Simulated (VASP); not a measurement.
# BeAu3 (Pm-3m) in VASP: a series of runs, part 2 of 2

VASP 6.6.1. Earlier steps stand in the parts before.

## (3) Single point, PBE

This run uses another cell than the first one, of 15.50 Å³/atom.

INCAR reads:

```
SYSTEM = BeAu3
PREC = Accurate
ENCUT = 520
EDIFF = 1E-7
ISMEAR = -1
SIGMA = 0.05
LREAL = .False.
LASPH = .True.
NELM = 80
ALGO = Normal
ISIF = 2
LWAVE = .False.
LCHARG = .False.
GGA = PE
NBANDS = 26
```

KPOINTS reads:

```
Automatic mesh
0
Gamma
  7 7 7
  0 0 0
```

POSCAR reads:

```
BeAu3
1.0
    3.9574871103      0.0000000000      0.0000000000
    0.0000000000      3.9574871103      0.0000000000
    0.0000000000      0.0000000000      3.9574871103
Au Be
3 1
Direct
    0.5000000000      0.5000000000      0.0000000000
    0.5000000000      0.0000000000      0.5000000000
    0.0000000000      0.5000000000      0.5000000000
    0.0000000000      0.0000000000      0.0000000000
```

Potentials or basis: VASP PAW PBE potentials, release 64 (Au, Be).

Run with:

```bash
cat potpaw_PBE.64/Au/POTCAR potpaw_PBE.64/Be/POTCAR > POTCAR
mpirun -np 1 vasp_std > vasp.out
```

Run time: 50 s. Hardware: 1 thread of Intel Xeon 8259CL, shared host; peak memory 0.18 GiB.

Results (log left out):

* Free energy: -13.1116 eV
* Pressure: 4.7 GPa
* Band gap on the k mesh: zero (an odd number of electrons rules out a gap without spin polarisation)

Levels at points of the mesh, in eV from the Fermi level:
```
           k point  band 13  band 14  band 15  band 16  band 17  band 18  band 19  band 20  band 21  band 22
(0.00, 0.00, 0.00)    -2.26    -1.85    -1.85    -1.85    -0.33    -0.33    -0.33     4.99     5.35     5.35
```

Caveat: the cell stands under pressure; spin-orbit coupling is left out, which moves the levels of the heavy elements.

## (4) Single point, PBE

This run uses another cell than the first one, of 15.82 Å³/atom.

INCAR reads:

```
SYSTEM = BeAu3
PREC     = Accurate       ! precision mode
ENCUT    = 520            ! plane-wave cutoff, eV
EDIFF    = 1E-6           ! SCF threshold, eV
ISMEAR   = -1             ! smearing method
SIGMA    = 0.05           ! smearing width, eV
LREAL    = .False.        ! projectors in reciprocal space
LASPH    = .True.         ! aspherical terms in the spheres
NELM     = 100            ! most SCF steps
ALGO     = Normal         ! electronic algorithm
ISIF     = 2              ! what is computed and relaxed
LWAVE    = .False.        ! write WAVECAR
LCHARG   = .False.        ! write CHGCAR
GGA      = PE             ! functional
NBANDS   = 26             ! bands
```

KPOINTS reads:

```
regular mesh
0
Gamma
  7 7 7
  0 0 0
```

POSCAR reads:

```
BeAu3
1.0
    3.9847809874      0.0000000000      0.0000000000
    0.0000000000      3.9847809874      0.0000000000
    0.0000000000      0.0000000000      3.9847809874
Au Be
3 1
Direct
    0.5000000000      0.5000000000      0.0000000000
    0.5000000000      0.0000000000      0.5000000000
    0.0000000000      0.5000000000      0.5000000000
    0.0000000000      0.0000000000      0.0000000000
```

Run with:

```bash
cat potpaw_PBE.64/Au/POTCAR potpaw_PBE.64/Be/POTCAR > POTCAR
mpirun -np 1 vasp_std > vasp.out
```

It took 50 s on 1 thread of Intel Xeon 8259CL, shared host; peak memory 0.18 GiB.

It converged, with:

```
Free energy            : -13.1368 eV
Pressure               : 1.4 GPa
Band gap on the k mesh : zero (an odd number of electrons rules out a gap without spin polarisation)
```

Levels at points of the mesh, in eV from the Fermi level:
```tsv
k point	band 14	band 15	band 16	band 17	band 18	band 19	band 20	band 21
(0.00, 0.00, 0.00)	-1.84	-1.84	-1.84	-0.25	-0.25	-0.25	4.86	5.21
```

Caveat: spin-orbit coupling is left out, which moves the levels of the heavy elements.

## (5) Single point, PBE

This run uses another cell than the first one, of 16.14 Å³/atom.

INCAR reads:

```
SYSTEM = BeAu3
ALGO = Normal
EDIFF = 1E-7
ENCUT = 520
GGA = PE
ISIF = 2
ISMEAR = -1
LASPH = .True.
LCHARG = .False.
LREAL = .False.
LWAVE = .False.
NBANDS = 26
NELM = 60
PREC = Accurate
SIGMA = 0.05
```

KPOINTS reads:

```
k-points
0
Gamma
  7 7 7
  0 0 0
```

POSCAR reads:

```
BeAu3
1.0
    4.0117060000      0.0000000000      0.0000000000
    0.0000000000      4.0117060000      0.0000000000
    0.0000000000      0.0000000000      4.0117060000
Au Be
3 1
Direct
    0.5000000000      0.5000000000      0.0000000000
    0.5000000000      0.0000000000      0.5000000000
    0.0000000000      0.5000000000      0.5000000000
    0.0000000000      0.0000000000      0.0000000000
```

Run with:

```bash
cat potpaw_PBE.64/Au/POTCAR potpaw_PBE.64/Be/POTCAR > POTCAR
mpirun -np 1 vasp_std > vasp.out
```

Wall time 50 s (1 thread of Intel Xeon 8259CL, shared host); peak memory 0.18 GiB.

Results (log left out):

```yaml
Free_energy: -13.1368 eV
Pressure: -1.6 GPa
Band_gap_on_the_k_mesh: zero (an odd number of electrons rules out a gap without spin polarisation)
```

Levels at points of the mesh, in eV from the Fermi level:
```csv
k point,band 14,band 15,band 16,band 17,band 18,band 19,band 20,band 21
"(0.00, 0.00, 0.00)",-1.83,-1.83,-1.83,-0.18,-0.18,-0.18,4.73,5.07
```

Caveat: spin-orbit coupling is left out, which moves the levels of the heavy elements.

## (6) Single point, PBE

This run uses another cell than the first one, of 16.46 Å³/atom.

INCAR reads:

```
SYSTEM = BeAu3
ALGO     = Normal         ! electronic algorithm
EDIFF    = 1E-6           ! SCF threshold, eV
ENCUT    = 520            ! plane-wave cutoff, eV
GGA      = PE             ! functional
ISIF     = 2              ! what is computed and relaxed
ISMEAR   = -1             ! smearing method
LASPH    = .TRUE.         ! aspherical terms in the spheres
LCHARG   = .FALSE.        ! write CHGCAR
LREAL    = .FALSE.        ! projectors in reciprocal space
LWAVE    = .FALSE.        ! write WAVECAR
NBANDS   = 26             ! bands
NELM     = 80             ! most SCF steps
PREC     = Accurate       ! precision mode
SIGMA    = 0.05           ! smearing width, eV
```

KPOINTS reads:

```
k-points
0
G
  7 7 7
  0 0 0
```

POSCAR reads:

```
BeAu3
1.0
    4.0382743637      0.0000000000      0.0000000000
    0.0000000000      4.0382743637      0.0000000000
    0.0000000000      0.0000000000      4.0382743637
Au Be
3 1
Direct
    0.5000000000      0.5000000000      0.0000000000
    0.5000000000      0.0000000000      0.5000000000
    0.0000000000      0.5000000000      0.5000000000
    0.0000000000      0.0000000000      0.0000000000
```

Potentials or basis: VASP PAW PBE potentials, release 64 (Au, Be).

Run with:

```bash
cat potpaw_PBE.64/Au/POTCAR potpaw_PBE.64/Be/POTCAR > POTCAR
mpirun -np 1 vasp_std > vasp.out
```

OUTCAR:

```text
SYSTEM = BeAu3
   EDIFF = 1E-6
   ENCUT = 520
   GGA = PE
   ISIF = 2
   ISMEAR = -1
   LASPH = .TRUE.
   LREAL = .FALSE.
   NELM = 80
   PREC = Accurate

 ion  position               nearest neighbor table
   1  0.500  0.500  0.000-   2 2.86   3 2.86   4 2.86   2 2.86   3 2.86   2 2.86   4 2.86   2 2.86
                             3 2.86   4 2.86   3 2.86   4 2.86
   2  0.500  0.000  0.500-   1 2.86   3 2.86   4 2.86   1 2.86   4 2.86   1 2.86   3 2.86   1 2.86
                             3 2.86   4 2.86   4 2.86   3 2.86
[... 777 lines left out ...]
  Direction    XX          YY          ZZ          XY          YZ          ZX
  --------------------------------------------------------------------------------------
  -------------------------------------------------------------------------------------
  Total       -1.6949808     -1.6949808     -1.6949808     -0.0000000     -0.0000000      0.0000000
  in kB      -41.2370791    -41.2370791    -41.2370791     -0.0000000     -0.0000000      0.0000000
  external PRESSURE =     -41.2370791 kB  Pullay stress =       0.0000000 kB

 VOLUME and BASIS-vectors are now :
 -----------------------------------------------------------------------------
  energy-cutoff  :      520.00
  volume of cell :       65.85
      direct lattice vectors                 reciprocal lattice vectors
     4.038274364  0.000000000  0.000000000     0.247630525  0.000000000  0.000000000
     0.000000000  4.038274364  0.000000000     0.000000000  0.247630525  0.000000000
     0.000000000  0.000000000  4.038274364     0.000000000  0.000000000  0.247630525

 POSITION                                       TOTAL-FORCE (eV/Angst)
 -----------------------------------------------------------------------------------
      2.01914      2.01914      0.00000         0.000000      0.000000      0.000000
      2.01914      0.00000      2.01914         0.000000      0.000000      0.000000
      0.00000      2.01914      2.01914         0.000000      0.000000      0.000000
      0.00000      0.00000      0.00000         0.000000      0.000000      0.000000
 -----------------------------------------------------------------------------------
    total drift:                                0.000000      0.000000     -0.000000

  FREE ENERGIE OF THE ION-ELECTRON SYSTEM (eV)
  ---------------------------------------------------
  free  energy   TOTEN  =       -13.1144743589 eV

  energy  without entropy=      -13.1011330326  energy(sigma->0) =      -13.10780370
```

OSZICAR:

```text
N       E                     dE             d eps       ncg     rms          rms(c)
DAV:   1     0.201167571715E+03    0.20117E+03   -0.17417E+04  1040   0.126E+03
DAV:   2    -0.923220435421E+01   -0.21040E+03   -0.19743E+03  1150   0.276E+02
DAV:   3    -0.143981398209E+02   -0.51659E+01   -0.50894E+01  1234   0.447E+01
DAV:   4    -0.144366060209E+02   -0.38466E-01   -0.38434E-01  1132   0.415E+00
DAV:   5    -0.144370516304E+02   -0.44561E-03   -0.44559E-03  1142   0.488E-01    0.144E+01
DAV:   6    -0.131695721004E+02    0.12675E+01   -0.33323E+00  1106   0.142E+01    0.953E+00
DAV:   7    -0.131292411030E+02    0.40331E-01   -0.85930E-02  1114   0.177E+00    0.522E+00
DAV:   8    -0.131148018397E+02    0.14439E-01   -0.15913E-02  1192   0.777E-01    0.133E-01
DAV:   9    -0.131144670468E+02    0.33479E-03   -0.12781E-03  1078   0.184E-01    0.722E-02
DAV:  10    -0.131144719050E+02   -0.48582E-05   -0.11579E-04  1222   0.654E-02    0.132E-02
DAV:  11    -0.131144734188E+02   -0.15138E-05   -0.32119E-06   958   0.117E-02    0.834E-03
DAV:  12    -0.131144743589E+02   -0.94015E-06   -0.40372E-07   556   0.502E-03
   1 F= -.13114474E+02 E0= -.13107804E+02  d E =-.133413E-01
```

stdout:

```text
POSCAR found type information on POSCAR AuBe
 POSCAR found :  2 types and       4 ions
 scaLAPACK will be used
 LDA part: xc-table for (Slater+PW92), standard interpolation
 POSCAR, INCAR and KPOINTS ok, starting setup
 FFT: planning ... GRIDC
 FFT: planning ... GRID_SOFT
 FFT: planning ... GRID
 WAVECAR not read
 entering main loop
```

Wall time 48 s (1 thread of Intel Xeon 8259CL, shared host); peak memory 0.18 GiB.

What came out:

```yaml
Free_energy: -13.1145 eV
Pressure: -4.1 GPa
Band_gap_on_the_k_mesh: zero (an odd number of electrons rules out a gap without spin polarisation)
```

Caveat: the cell stands under tension; spin-orbit coupling is left out, which moves the levels of the heavy elements.

## (7) Summary

```tsv
cell	gap on the mesh (eV)	pressure (GPa)
a = 3.930 Å, 4 atoms	none	8.6
a = 3.957 Å, 4 atoms	none	4.7
a = 3.985 Å, 4 atoms	none	1.4
a = 4.012 Å, 4 atoms	none	-1.6
a = 4.038 Å, 4 atoms	none	-4.1
```

Alike in all rows: task single point; level PBE; potentials or basis VASP PAW PBE potentials, release 64 (Au, Be); no spin polarisation; k mesh 7 × 7 × 7; cutoff (eV) 520; smearing fermi-dirac 0.05 eV.

Caveats: spin-orbit coupling is left out, which moves the levels of the heavy elements; the cell stands under pressure (at least some runs); the cell stands under tension (at least some runs).

Absolute energies hang on the potentials; compare differences alone.
